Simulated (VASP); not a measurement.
A run of VASP 6.6.1 is set up as follows.

File INCAR:

```
PREC = Accurate
ENCUT = 600
EDIFF = 1E-6
ISMEAR = 0
SIGMA = 0.1
LREAL = F
LASPH = T
NELM = 100
ALGO = Normal
ISIF = 3
LWAVE = F
LCHARG = F
GGA = PE
IBRION = 2
NSW = 90
EDIFFG = -0.04
```

The input KPOINTS:

```
Automatic mesh
0
Gamma
  6 6 6
```

The input POSCAR:

```
SiB4
1.0
    3.7043776200      0.0000000000      0.0000000000
   -1.8521888100      3.2080851200      0.0000000000
    0.0000000000      0.0000000000      3.2414443600
Si B
1 4
Direct
    0.0000000000      0.0000000000      0.0000000000
    0.5000000000      0.0000000000      0.0000000000
    0.0000000000      0.5000000000      0.0000000000
    0.5000000000      0.5000000000      0.0000000000
    0.0000000000      0.0000000000      0.5000000000
```

Potentials or basis: VASP PAW PBE potentials, release 64 (Si, B).

Launch:

```console
$ cat potpaw_PBE.64/Si/POTCAR potpaw_PBE.64/B/POTCAR > POTCAR
$ mpirun -np 1 vasp_std > vasp.out
```

(1) Predict the band gap on the k mesh.

(2) Estimate the space group after relaxing (to 0.05 Å).

## Answers

(1) zero (band 8 reaches 6.11 eV, above the bottom of band 9 at 3.42 eV).

(2) P6/mmm (No. 191).
